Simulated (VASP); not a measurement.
# LiF (Fm-3m) in VASP: a series of runs, part 2 of 2

VASP 6.6.1. Earlier steps stand in the parts before.

### Step 3. Single point, PBE (volume scaled by 0.88)

File INCAR:

```
PREC = Accurate
ENCUT = 750
EDIFF = 1E-6
ISMEAR = 0
SIGMA = 0.02
LREAL = F
LASPH = T
NELM = 120
ALGO = Normal
ISIF = 2
LWAVE = F
LCHARG = F
GGA = PE
NBANDS = 12
GGA_COMPAT = F
```

File KPOINTS:

```
Automatic mesh
0
Gamma
  10 10 10
```

File POSCAR:

```
LiF
1.0
    0.0000000000      1.9489510866      1.9489510866
    1.9489510866      0.0000000000      1.9489510866
    1.9489510866      1.9489510866      0.0000000000
Li F
1 1
Direct
    0.0000000000      0.0000000000      0.0000000000
    0.5000000000      0.5000000000      0.5000000000
```

Potentials or basis: VASP PAW PBE potentials, release 64 (Li_sv, F).

Started as:

```sh
cat potpaw_PBE.64/Li_sv/POTCAR potpaw_PBE.64/F/POTCAR > POTCAR
mpirun -np 1 vasp_std > vasp.out
```

OUTCAR:

```text
PREC = Accurate
   ENCUT = 750
   EDIFF = 1E-6
   ISMEAR = 0
   LREAL = F
   LASPH = T
   NELM = 120
   ISIF = 2
   GGA = PE

 ion  position               nearest neighbor table
   1  0.000  0.000  0.000-   2 1.95   2 1.95   2 1.95   2 1.95   2 1.95   2 1.95
   2  0.500  0.500  0.500-   1 1.95   1 1.95   1 1.95   1 1.95   1 1.95   1 1.95

  LATTYP: Found a face centered cubic cell.
 ALAT       =     3.8979021732

  Lattice vectors:

 A1 = (   0.0000000000,   1.9489510866,   1.9489510866)
 A2 = (   1.9489510866,   0.0000000000,   1.9489510866)
 A3 = (   1.9489510866,   1.9489510866,   0.0000000000)

Analysis of symmetry for initial positions (statically):
=====================================================================
 Subroutine PRICEL returns:
 Original cell was already a primitive cell.

 Routine SETGRP: Setting up the symmetry group for a
 face centered cubic supercell.

 Subroutine GETGRP returns: Found 48 space group operations
 (whereof 48 operations were pure point group operations)
 out of a pool of 48 trial point group operations.

The static configuration has the point symmetry O_h .
[... 175 lines left out ...]
      3      -0.3929      2.00000
      4      -0.3929      2.00000
      5      -0.3929      2.00000
      6       9.6159      0.00000
      7      24.9094      0.00000
      8      24.9094      0.00000
      9      24.9094      0.00000
     10      24.9231      0.00000
     11      24.9231      0.00000
     12      24.9231      0.00000
[... 331 lines left out ...]
 k-point    24 :       0.4000    0.3000    0.0000
  band No.  band energies     occupation
      1     -41.0163      2.00000
      2     -20.0148      2.00000
      3      -3.0297      2.00000
      4      -1.4013      2.00000
      5      -1.2729      2.00000
      6      13.6429      0.00000
      7      17.0122      0.00000
      8      19.2177      0.00000
      9      20.8915      0.00000
     10      21.9713      0.00000
     11      35.8555      0.00000
     12      36.3177      0.00000

 [... further k-points ...]

------------------------ aborting loop because EDIFF is reached ----------------------------------------

  FORCE on cell =-STRESS in cart. coord.  units (eV):
  Direction    XX          YY          ZZ          XY          YZ          ZX
  --------------------------------------------------------------------------------------
  -------------------------------------------------------------------------------------
  Total        0.9680226      0.9680226      0.9680226      0.0000000      0.0000000     -0.0000000
  in kB      104.7522223    104.7522223    104.7522223      0.0000000      0.0000000     -0.0000000
  external PRESSURE =     104.7522223 kB  Pullay stress =       0.0000000 kB

 VOLUME and BASIS-vectors are now :
 -----------------------------------------------------------------------------
  energy-cutoff  :      750.00
  volume of cell :       14.81
      direct lattice vectors                 reciprocal lattice vectors
     0.000000000  1.948951087  1.948951087    -0.256548255  0.256548255  0.256548255
     1.948951087  0.000000000  1.948951087     0.256548255 -0.256548255  0.256548255
     1.948951087  1.948951087  0.000000000     0.256548255  0.256548255 -0.256548255

 POSITION                                       TOTAL-FORCE (eV/Angst)
 -----------------------------------------------------------------------------------
      0.00000      0.00000      0.00000        -0.000000     -0.000000     -0.000000
      1.94895      1.94895      1.94895         0.000000      0.000000      0.000000
 -----------------------------------------------------------------------------------
    total drift:                                0.000000      0.000000      0.000000

  FREE ENERGIE OF THE ION-ELECTRON SYSTEM (eV)
  ---------------------------------------------------
  free  energy   TOTEN  =        -9.5839234001 eV

  energy  without entropy=       -9.5839234001  energy(sigma->0) =       -9.58392340
```

OSZICAR:

```text
N       E                     dE             d eps       ncg     rms          rms(c)
DAV:   1     0.436186763108E+02    0.43619E+02   -0.68559E+03  1128   0.113E+03
DAV:   2    -0.852164326113E+01   -0.52140E+02   -0.51001E+02  1348   0.226E+02
DAV:   3    -0.100760115283E+02   -0.15544E+01   -0.15469E+01  1472   0.341E+01
DAV:   4    -0.100949262200E+02   -0.18915E-01   -0.18914E-01  1292   0.418E+00
DAV:   5    -0.100951038626E+02   -0.17764E-03   -0.17764E-03  1452   0.310E-01    0.454E+00
DAV:   6    -0.957485110446E+01    0.52025E+00   -0.23178E+00  1264   0.981E+00    0.135E+00
DAV:   7    -0.957818410940E+01   -0.33330E-02   -0.22734E-02  1468   0.137E+00    0.856E-01
DAV:   8    -0.958384894916E+01   -0.56648E-02   -0.13965E-02  1448   0.130E+00    0.112E-01
DAV:   9    -0.958384445546E+01    0.44937E-05   -0.94273E-04  1276   0.294E-01    0.438E-02
DAV:  10    -0.958392472677E+01   -0.80271E-04   -0.12072E-04  1264   0.923E-02    0.171E-02
DAV:  11    -0.958392325174E+01    0.14750E-05   -0.66810E-06  1412   0.247E-02    0.387E-03
DAV:  12    -0.958392340014E+01   -0.14841E-06   -0.51768E-07  1260   0.687E-03
   1 F= -.95839234E+01 E0= -.95839234E+01  d E =-.159120E-11
```

Run time: 25 s. Hardware: 1 thread of Intel Xeon 8259CL, shared host; peak memory 0.15 GiB.

What came out:

```yaml
Free_energy: -9.5839 eV
Pressure: 10.5 GPa
Band_gap_on_the_k_mesh: 10.01 eV, direct
```

Levels at points of the mesh, in eV from the valence-band top:
```tsv
k point	band 2	band 3	band 4	band 5	band 6	band 7	band 8	band 9
(0.00, 0.00, 0.00)	-20.26	0.00	0.00	0.00	10.01	25.30	25.30	25.30
(0.50, 0.00, 0.00)	-19.75	-2.83	-0.26	-0.26	11.31	17.94	19.70	19.70
(0.50, 0.50, 0.00)	-19.40	-3.45	-1.15	-1.15	15.77	16.94	18.67	21.44
```

### Step 4. Single point, PBE (volume scaled by 0.97)

File INCAR:

```
SYSTEM = LiF
  PREC = Accurate
  ENCUT = 750
  EDIFF = 1E-6
  ISMEAR = 0
  SIGMA = 0.02
  LREAL = .FALSE.
  LASPH = .TRUE.
  NELM = 120
  ALGO = Normal
  ISIF = 2
  LWAVE = .FALSE.
  LCHARG = .FALSE.
  GGA = PE
  NBANDS = 12
  GGA_COMPAT = .FALSE.
```

File KPOINTS:

```
regular mesh
0
G
  10 10 10
  0 0 0
```

File POSCAR:

```
LiF
1.0
    0.0000000000      2.0132480805      2.0132480805
    2.0132480805      0.0000000000      2.0132480805
    2.0132480805      2.0132480805      0.0000000000
Li F
1 1
Direct
    0.0000000000      0.0000000000      0.0000000000
    0.5000000000      0.5000000000      0.5000000000
```

Potentials or basis: VASP PAW PBE potentials, release 64 (Li_sv, F).

Started as:

```sh
cat potpaw_PBE.64/Li_sv/POTCAR potpaw_PBE.64/F/POTCAR > POTCAR
mpirun -np 1 vasp_std > vasp.out
```

OUTCAR:

```text
SYSTEM = LiF
   PREC = Accurate
   ENCUT = 750
   EDIFF = 1E-6
   ISMEAR = 0
   LREAL = .FALSE.
   LASPH = .TRUE.
   NELM = 120
   ISIF = 2
   GGA = PE

 ion  position               nearest neighbor table
   1  0.000  0.000  0.000-   2 2.01   2 2.01   2 2.01   2 2.01   2 2.01   2 2.01
   2  0.500  0.500  0.500-   1 2.01   1 2.01   1 2.01   1 2.01   1 2.01   1 2.01

  LATTYP: Found a face centered cubic cell.
 ALAT       =     4.0264961610

  Lattice vectors:

 A1 = (   0.0000000000,   2.0132480805,   2.0132480805)
 A2 = (   2.0132480805,   0.0000000000,   2.0132480805)
 A3 = (   2.0132480805,   2.0132480805,   0.0000000000)

Analysis of symmetry for initial positions (statically):
=====================================================================
 Subroutine PRICEL returns:
 Original cell was already a primitive cell.

 Routine SETGRP: Setting up the symmetry group for a
 face centered cubic supercell.

 Subroutine GETGRP returns: Found 48 space group operations
 (whereof 48 operations were pure point group operations)
 out of a pool of 48 trial point group operations.

The static configuration has the point symmetry O_h .

Analysis of symmetry for dynamics (positions and initial velocities):
[... 179 lines left out ...]
     11      23.3193      0.00000
     12      23.3193      0.00000
[... 331 lines left out ...]
 k-point    24 :       0.4000    0.3000    0.0000
  band No.  band energies     occupation
      1     -41.8651      2.00000
      2     -20.4677      2.00000
      3      -3.3426      2.00000
      4      -1.8955      2.00000
      5      -1.7836      2.00000
      6      12.0650      0.00000
      7      15.7786      0.00000
      8      17.5176      0.00000
      9      19.1552      0.00000
     10      20.2197      0.00000
     11      32.9226      0.00000
     12      33.9158      0.00000

 [... further k-points ...]

------------------------ aborting loop because EDIFF is reached ----------------------------------------

  FORCE on cell =-STRESS in cart. coord.  units (eV):
  Direction    XX          YY          ZZ          XY          YZ          ZX
  --------------------------------------------------------------------------------------
  -------------------------------------------------------------------------------------
  Total        0.1492585      0.1492585      0.1492585      0.0000000      0.0000000     -0.0000000
  in kB       14.6530458     14.6530458     14.6530458      0.0000000      0.0000000     -0.0000000
  external PRESSURE =      14.6530458 kB  Pullay stress =       0.0000000 kB

 VOLUME and BASIS-vectors are now :
 -----------------------------------------------------------------------------
  energy-cutoff  :      750.00
  volume of cell :       16.32
      direct lattice vectors                 reciprocal lattice vectors
     0.000000000  2.013248080  2.013248080    -0.248354887  0.248354887  0.248354887
     2.013248080  0.000000000  2.013248080     0.248354887 -0.248354887  0.248354887
     2.013248080  2.013248080  0.000000000     0.248354887  0.248354887 -0.248354887

 POSITION                                       TOTAL-FORCE (eV/Angst)
 -----------------------------------------------------------------------------------
      0.00000      0.00000      0.00000         0.000000     -0.000000      0.000000
      2.01325      2.01325      2.01325        -0.000000      0.000000     -0.000000
 -----------------------------------------------------------------------------------
    total drift:                                0.000000      0.000000      0.000000

  FREE ENERGIE OF THE ION-ELECTRON SYSTEM (eV)
  ---------------------------------------------------
  free  energy   TOTEN  =        -9.6423802136 eV

  energy  without entropy=       -9.6423802136  energy(sigma->0) =       -9.64238021
```

stdout:

```text
POSCAR found type information on POSCAR LiF
 POSCAR found :  2 types and       2 ions
 scaLAPACK will be used
 LDA part: xc-table for (Slater+PW92), standard interpolation
 POSCAR, INCAR and KPOINTS ok, starting setup
 FFT: planning ... GRIDC
 FFT: planning ... GRID_SOFT
 FFT: planning ... GRID
 WAVECAR not read
 entering main loop
```

Wall time 27 s (1 thread of Intel Xeon 8259CL, shared host); peak memory 0.15 GiB.

What came out:

| Property | Result |
| --- | --- |
| Free energy | -9.6424 eV |
| Pressure | 1.5 GPa |
| Band gap on the k mesh | 9.09 eV, direct |

Levels at points of the mesh, in eV from the valence-band top:
| k point | band 2 | band 3 | band 4 | band 5 | band 6 | band 7 | band 8 | band 9 |
| --- | --- | --- | --- | --- | --- | --- | --- | --- |
| (0.00, 0.00, 0.00) | -19.97 | 0.00 | 0.00 | 0.00 | 9.09 | 23.99 | 23.99 | 23.99 |
| (0.50, 0.00, 0.00) | -19.54 | -2.52 | -0.23 | -0.23 | 10.78 | 16.74 | 18.91 | 18.91 |
| (0.50, 0.50, 0.00) | -19.27 | -3.01 | -1.00 | -1.00 | 14.82 | 16.48 | 17.45 | 20.25 |

 A k mesh can miss the band edges.

### Step 5. Overview

| cell | gap on the mesh (eV) | pressure (GPa) |
| --- | --- | --- |
| a = 2.876 Å, angles 60.0°, 2 atoms | 8.82 | -0.7 |
| a = 2.756 Å, angles 60.0°, 2 atoms | 10.01 | 10.5 |
| a = 2.847 Å, angles 60.0°, 2 atoms | 9.09 | 1.5 |

Alike in all rows: task single point; level PBE; potentials or basis VASP PAW PBE potentials, release 64 (Li_sv, F); no spin polarisation; k mesh 10 × 10 × 10; cutoff (eV) 750; smearing gaussian 0.02 eV.

Absolute energies hang on the potentials; compare differences alone.
